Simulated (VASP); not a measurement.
# Sc (P6_3/mmc) in VASP: a series of runs

Sc is run at these levels: PBEsol; tasks: relaxation of shape and atoms at fixed volume, relaxation of cell and atoms.

Program: VASP 6.6.1. These are calculated values, not measurements. Logs are shortened: lines on timing, memory, paths and dates and some standing lists are left out, and cuts for length are marked.

## (1) The cell of the first run

The structure is hexagonal, space group P6_3/mmc (No. 194). Conventional cell: a = 3.209 Å, b = 3.209 Å, c = 4.983 Å, α = 90.00°, β = 90.00°, γ = 120.00°. Sc (site symmetry -6m2) has 12 Sc at 3.10 to 3.21 Å within 4.1 Å.

## (2) Relaxation of shape and atoms at fixed volume, PBEsol (volume scaled by 0.94)

Contents of INCAR:

```
PREC = Accurate ; ENCUT = 600
EDIFF = 1E-6 ; ISMEAR = 0
SIGMA = 0.1 ; LREAL = F
LASPH = T ; NELM = 100
ALGO = Fast ; ISIF = 4
LWAVE = F ; LCHARG = F
GGA = PS ; IBRION = 2
NSW = 50 ; EDIFFG = -0.01
```

Contents of KPOINTS:

```
regular mesh
0
Gamma
  12 12 8
```

Contents of POSCAR:

```
Sc
1.0
    3.2087633597      0.0000000000      0.0000000000
   -1.6043816798      2.7788705842      0.0000000000
    0.0000000000      0.0000000000      4.9834182892
Sc
2
Direct
    0.3333333333      0.6666666667      0.2500000000
    0.6666666667      0.3333333333      0.7500000000
```

Potentials or basis: VASP PAW PBE potentials, release 64 (Sc_sv).

Command:

```sh
cat potpaw_PBE.64/Sc_sv/POTCAR > POTCAR
mpirun -np 1 vasp_std > vasp.out
```

OUTCAR:

```text
PREC = Accurate
   ENCUT = 600
   EDIFF = 1E-6
   ISMEAR = 0
   LREAL = F
   LASPH = T
   NELM = 100
   ISIF = 4
   GGA = PS
   IBRION = 2
   NSW = 50
   EDIFFG = -0.01

 ion  position               nearest neighbor table
   1  0.333  0.667  0.250-   2 3.10   2 3.10   2 3.10   2 3.10   2 3.10   2 3.10
   2  0.667  0.333  0.750-   1 3.10   1 3.10   1 3.10   1 3.10   1 3.10   1 3.10

  LATTYP: Found a hexagonal cell.
 ALAT       =     3.2087633597
 C/A-ratio  =     1.5530650692

  Lattice vectors:

 A1 = (   3.2087633597,   0.0000000000,   0.0000000000)
 A2 = (  -1.6043816798,   2.7788705842,   0.0000000000)
 A3 = (   0.0000000000,   0.0000000000,   4.9834182892)

Analysis of symmetry for initial positions (statically):
=====================================================================
 Subroutine PRICEL returns:
 Original cell was already a primitive cell.

 Routine SETGRP: Setting up the symmetry group for a
 hexagonal supercell.

 Subroutine GETGRP returns: Found 24 space group operations
 (whereof 12 operations were pure point group operations)
 out of a pool of 24 trial point group operations.

The static configuration has the point symmetry D_3d.
 The point group associated with its full space group is D_6h.

Analysis of symmetry for dynamics (positions and initial velocities):
=====================================================================
 Subroutine PRICEL returns:
 Original cell was already a primitive cell.

 Routine SETGRP: Setting up the symmetry group for a
 hexagonal supercell.

 Subroutine GETGRP returns: Found 24 space group operations
 (whereof 12 operations were pure point group operations)
 out of a pool of 24 trial point group operations.

The dynamic configuration has the point symmetry D_3d.
 The point group associated with its full space group is D_6h.

 Subroutine INISYM returns: Found 24 space group operations
 (whereof 12 operations are pure point group operations),
 and found     1 'primitive' translations

----------------------------------------------------------------------------------------

                                     Primitive cell

  volume of cell :      44.4358

  direct lattice vectors                    reciprocal lattice vectors
     3.208763360  0.000000000  0.000000000     0.311646540  0.179929214  0.000000000
    -1.604381680  2.778870584  0.000000000     0.000000000  0.359858428  0.000000000
     0.000000000  0.000000000  4.983418289     0.000000000  0.000000000  0.200665475

  length of vectors
     3.208763360  3.208763360  4.983418289     0.359858428  0.359858428  0.200665475

  position of ions in fractional coordinates (direct lattice)
     0.333333333  0.666666667  0.250000000
     0.666666667  0.333333333  0.750000000

  ion indices of the primitive-cell ions
   primitive index   ion index
                 1           1
                 2           2

----------------------------------------------------------------------------------------

 KPOINTS: regular mesh

Automatic generation of k-mesh.
 Grid dimensions read from file:
 generate k-points for:   12   12    8

 Generating k-lattice:

  Cartesian coordinates                     Fractional coordinates (reciprocal lattice)
     0.025970545  0.014994101  0.000000000     0.083333333 -0.000000000  0.000000000
     0.000000000  0.029988202  0.000000000     0.000000000  0.083333333  0.000000000
     0.000000000  0.000000000  0.025083184     0.000000000  0.000000000  0.125000000

  Length of vectors
     0.029988202  0.029988202  0.025083184

  Shift w.r.t. Gamma in fractional coordinates (k-lattice)
     0.000000000  0.000000000  0.000000000

 Subroutine IBZKPT returns following result:
 ===========================================

 Found     95 irreducible k-points:

 Following reciprocal coordinates:
            Coordinates               Weight
  0.000000  0.000000  0.000000      1.000000
  0.083333  0.000000  0.000000      6.000000
  0.166667  0.000000  0.000000      6.000000
  0.250000  0.000000  0.000000      6.000000
  0.333333  0.000000  0.000000      6.000000
  0.416667  0.000000  0.000000      6.000000
[... 16 lines left out ...]
  0.250000  0.000000  0.125000     12.000000
  0.333333  0.000000  0.125000     12.000000
 [... further k-points ...]
   k-points           NKPTS =     95   k-points in BZ     NKDIM =     95   number of bands    NBANDS=     15
   number of dos      NEDOS =    301   number of ions     NIONS =      2
   total plane-waves  NPLWV =  31360
   dimension x,y,z NGX =    28 NGY =   28 NGZ =   40
   dimension x,y,z NGXF=    56 NGYF=   56 NGZF=   80
   ions per type =               2
   NGX,Y,Z   is equivalent  to a cutoff of  14.51, 14.51, 13.34 a.u.
   NGXF,Y,Z  is equivalent  to a cutoff of  29.01, 29.01, 26.69 a.u.
 SYSTEM =  unknown system
   PREC   = accura    normal or accurate (medium, high low for compatibility)
   ISTART =      0    job   : 0-new  1-cont  2-samecut
   ICHARG =      2    charge: 1-file 2-atom 10-const
   ISPIN  =      1    spin polarized calculation?
   LNONCOLLINEAR =      F non collinear calculations
   LSORBIT =      F    spin-orbit coupling
   LASPH  =      T    aspherical Exc in radial PAW
   ENCUT  =  600.0 eV  44.10 Ry    6.64 a.u.   6.41  6.41  9.95*2*pi/ulx,y,z
   NELM   =    100;   NELMIN=  2; NELMDL= -5     # of ELM steps
   EDIFF  = 0.1E-05   stopping-criterion for ELM
   LREAL  =      F    real-space projection
   EDIFFG = -.1E-01   stopping-criterion for IOM
   NSW    =     50    number of steps for IOM
   IBRION =      2    ionic relax: 0-MD 1-quasi-New 2-CG
   NFREE  =      1    steps in history (QN), initial steepest desc. (CG)
   ISIF   =      4    stress and relaxation
   ISYM   =      2    0-nonsym 1-usesym 2-fastsym
   POTIM  = 0.5000    time-step for ionic-motion
   TEBEG  =    0.0;   TEEND  =   0.0 temperature during run
   PSTRESS=    0.0 pullay stress
   NELECT =      22.0000    total number of electrons
   NUPDOWN=      -1.0000    fix difference up-down
   EMIN   =  10.00;   EMAX   =-10.00  energy-range for DOS
   EFERMI =   0.00;   METHOD = LEGACY
   ISMEAR =     0;   SIGMA  =   0.10  broadening in eV -4-tet -1-fermi 0-gaus
   EFERMI_NEDOS =   21; number of points for ismear=-14 and -15
   IALGO  =     68    algorithm
   IMIX   =      4    mixing-type and parameters
     AMIX     =   0.40;   BMIX     =  1.00
     AMIX_MAG =   1.60;   BMIX_MAG =  1.00
  volume/ion in A,a.u.               =      22.22       149.93
  Fermi-wavevector in a.u.,A,eV,Ry     =   1.295104  2.447391 22.820971  1.677294
  Thomas-Fermi vector in A             =   2.426645
   LORBIT       =      0    0 simple, 1 ext, 2 COOP (PROOUT), +10 PAW based schemes
   GGA     = PS    functional components
   LHFCALC =     F    Hartree Fock is set to
   AEXX    =    0.0000 exact exchange contribution
   IVDW    =     0    specifies the selected vdW correction
   LEPSILON=     F    determine dielectric tensor
   LRPA    =     F    only Hartree local field effects (RPA)
 conjugate gradient relaxation of ions
 non-spin polarized calculation
 RMM-DIIS sequential band-by-band and
 Gauss-broadening in eV      SIGMA  =   0.10
  energy-cutoff  :      600.00
  volume of cell :       44.44
 maximum number of plane-waves:      1501
 NGX is ok and might be reduce to    28
   NGX = 13   NGY = 13   NGZ = 19

--------------------------------------- Ionic step        1  -------------------------------------------

 number of electron      22.0000003 magnetization

 Free energy of the ion-electron system (eV)
  ---------------------------------------------------
  ext. energy  EPLUGINS =         0.00000000
  ---------------------------------------------------
  free energy    TOTEN  =       -13.18748026 eV

  energy without entropy =      -13.17056236  energy(sigma->0) =      -13.17902131

------------------------ aborting loop because EDIFF is reached ----------------------------------------

  FORCE on cell =-STRESS in cart. coord.  units (eV):
  Direction    XX          YY          ZZ          XY          YZ          ZX
  --------------------------------------------------------------------------------------
  -------------------------------------------------------------------------------------
  Total        1.1290764      1.1290764      1.0621434      0.0000000      0.0000000      0.0000000
  in kB       40.7099497     40.7099497     38.2966147      0.0000000      0.0000000      0.0000000
  external PRESSURE =      39.9055047 kB  Pullay stress =       0.0000000 kB
[... 57 lines left out ...]
  energy  without entropy=      -13.1706486642  energy(sigma->0) =      -13.17909289

--------------------------------------- Ionic step        3  -------------------------------------------

 number of electron      22.0000002 magnetization

 Free energy of the ion-electron system (eV)
  ---------------------------------------------------
  ext. energy  EPLUGINS =         0.00000000
  ---------------------------------------------------
  free energy    TOTEN  =       -13.18755438 eV

  energy without entropy =      -13.17070098  energy(sigma->0) =      -13.17912768

 E-fermi :   4.1936     XC(G=0): -10.4227

 val. band max:        4.1786902612   @ k =   0.2500   0.1667   0.3750
 cond. band min:       4.1960640563   @ k =   0.2500   0.0833   0.3750
 fundamental gap:      0.0173737951
 Fermi energy:         4.1935510754

 k-point     1 :       0.0000    0.0000    0.0000
  band No.  band energies     occupation
      1     -44.7443      2.00000
      2     -44.6292      2.00000
      3     -23.7738      2.00000
      4     -23.2795      2.00000
      5     -23.2795      2.00000
      6     -23.1832      2.00000
      7     -23.1832      2.00000
      8     -23.1422      2.00000
      9      -1.1183      2.00000
     10       2.4113      2.00000
     11       5.1370      0.00000
     12       5.8989      0.00000
     13       5.8989      0.00000
     14       6.2473      0.00000
     15       6.4325      0.00000
[... 397 lines left out ...]
 k-point    24 :       0.3333    0.0000    0.1250
  band No.  band energies     occupation
      1     -44.6796      2.00000
      2     -44.6185      2.00000
      3     -23.6326      2.00000
      4     -23.5188      2.00000
      5     -23.4687      2.00000
      6     -23.3638      2.00000
      7     -23.2358      2.00000
      8     -23.2268      2.00000
      9       1.2172      2.00000
     10       3.3586      2.00000
     11       3.7088      2.00000
     12       4.3063      0.11074
     13       5.6987      0.00000
     14       5.8727      0.00000
     15       6.0007      0.00000

 [... further k-points ...]

------------------------ aborting loop because EDIFF is reached ----------------------------------------

  FORCE on cell =-STRESS in cart. coord.  units (eV):
  Direction    XX          YY          ZZ          XY          YZ          ZX
  --------------------------------------------------------------------------------------
  -------------------------------------------------------------------------------------
  Total        1.1095462      1.1095462      1.1091353      0.0000000      0.0000000      0.0000000
  in kB       40.0057697     40.0057697     39.9909518      0.0000000      0.0000000      0.0000000
  external PRESSURE =      40.0008304 kB  Pullay stress =       0.0000000 kB
[... 17 lines left out ...]
  FREE ENERGIE OF THE ION-ELECTRON SYSTEM (eV)
  ---------------------------------------------------
  free  energy   TOTEN  =       -13.1875543842 eV

  energy  without entropy=      -13.1707009794  energy(sigma->0) =      -13.17912768

 reached required accuracy - stopping structural energy minimisation
```

Wall time 2.1 min (1 thread of Intel Xeon 6975P-C, shared host); peak memory 0.22 GiB.

What came out:

* Free energy: -13.1876 eV
* Energy gained by relaxing: 0.0 meV/atom
* Ionic steps: 3
* Pressure after relaxing: 4.0 GPa
* Band gap on the k mesh: zero (band 11 reaches 5.26 eV, above the bottom of band 12 at 3.55 eV)

Final structure:
```cif
data_structure
_symmetry_space_group_name_H-M 'P 1'
_symmetry_Int_Tables_number 1
_cell_length_a 3.2124
_cell_length_b 3.2124
_cell_length_c 4.9721
_cell_angle_alpha 90.000
_cell_angle_beta 90.000
_cell_angle_gamma 120.000
_cell_volume 44.44
loop_
_atom_site_label
_atom_site_type_symbol
_atom_site_fract_x
_atom_site_fract_y
_atom_site_fract_z
_atom_site_occupancy
Sc1 Sc 0.33333 0.66667 0.25000 1
Sc2 Sc 0.66667 0.33333 0.75000 1
```

Levels at points of the mesh, in eV from the Fermi level:
```tsv
k point	band 8	band 9	band 10	band 11	band 12	band 13	band 14	band 15
(0.00, 0.00, 0.00)	-27.34	-5.31	-1.78	0.94	1.71	1.71	2.05	2.24
(0.50, 0.00, 0.00)	-27.43	-1.67	-1.20	-0.81	-0.28	1.40	1.47	2.10
(0.00, 0.00, 0.50)	-27.43	-3.63	-3.63	1.07	1.07	1.60	1.60	1.60
(0.50, 0.00, 0.50)	-27.49	-1.63	-1.63	0.10	0.10	1.50	1.50	2.60
```

Caveat: the PAW data sets were made with another functional, which shifts forces and pressure a little.

[end of part 1 of 2]
